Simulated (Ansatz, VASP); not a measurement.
## Two plane-wave programs on Ga

INCAR

```
  ALGO = Normal
  EDIFF = 1E-8
  ENCUT = 520
  GGA = PS
  ISIF = 2
  ISMEAR = -1
  LASPH = True
  LCHARG = False
  LEFG = True
  LREAL = False
  LWAVE = False
  NBANDS = 34
  NELM = 60
  PREC = Accurate
  SIGMA = 0.05
```

File KPOINTS:

```
k-points
0
Gamma
  9 9 8
```

The input POSCAR:

```
Ga
1.0
    2.2327965000     -3.7841760000      0.0000000000
    2.2327965000      3.7841760000      0.0000000000
    0.0000000000      0.0000000000      4.5167000000
Ga
4
Direct
    0.1525000000      0.8475000000      0.0785000000
    0.6525000000      0.3475000000      0.4215000000
    0.8475000000      0.1525000000      0.9215000000
    0.3475000000      0.6525000000      0.5785000000
```

Input for Ansatz:

```yaml
crystal:
  lattice:
    - [2.2327965, -3.784176, 0.0]
    - [2.2327965, 3.784176, 0.0]
    - [0.0, 0.0, 4.5167]
  atoms:
    - { symbol: Ga, position: [0.1525, 0.8475, 0.0785] }
    - { symbol: Ga, position: [0.6525, 0.3475, 0.4215] }
    - { symbol: Ga, position: [0.8475, 0.1525, 0.9215] }
    - { symbol: Ga, position: [0.3475, 0.6525, 0.5785] }
kpoints:
  mp_grid: { grid: [9, 9, 8] }
scf:
  occupations: { method: fermi_dirac, width: 0.05 }
hamiltonian:
  xc: pbesol
  pseudopotentials: { kind: paw }
output:
  forces: true
  stress: true
  eigenvalues: true
  efg: { contact_densities: true }
```

Change from the starting cell: equal xx and yy strain of -1 %, PAW files.

Alike in both runs: task electric field gradients; functional PBEsol; k mesh 9 × 9 × 8; occupations fermi-dirac, width 0.05 eV; no spin polarisation.

|  | VASP | Ansatz |
| --- | --- | --- |
| version | VASP 6.6.1 | Ansatz 0.2.0 |
| potentials or method | VASP PAW PBE potentials, release 64 (Ga_d) | PAW with Ansatz's default frozen-core files, scalar-relativistic |
| plane-wave cutoff (eV) | 520 | 420 |
| valence electrons in the cell | 52 | 52 |

```tsv
	VASP	Ansatz	Ansatz less VASP
pressure (GPa)	0.0	0.0	-0.06
traceless stress, the component that is largest in VASP (GPa)	2.20	2.22	+0.017
rms of the force components (eV/Å)	0.278	0.282	+0.0038
size of Vzz on the site where it differs most (V/Å²)	53.0	54.8	+1.81
```

VASP's potentials were made for PBE, not for PBEsol. Atom by atom the forces differ by 0.004 eV/Å (rms over components).
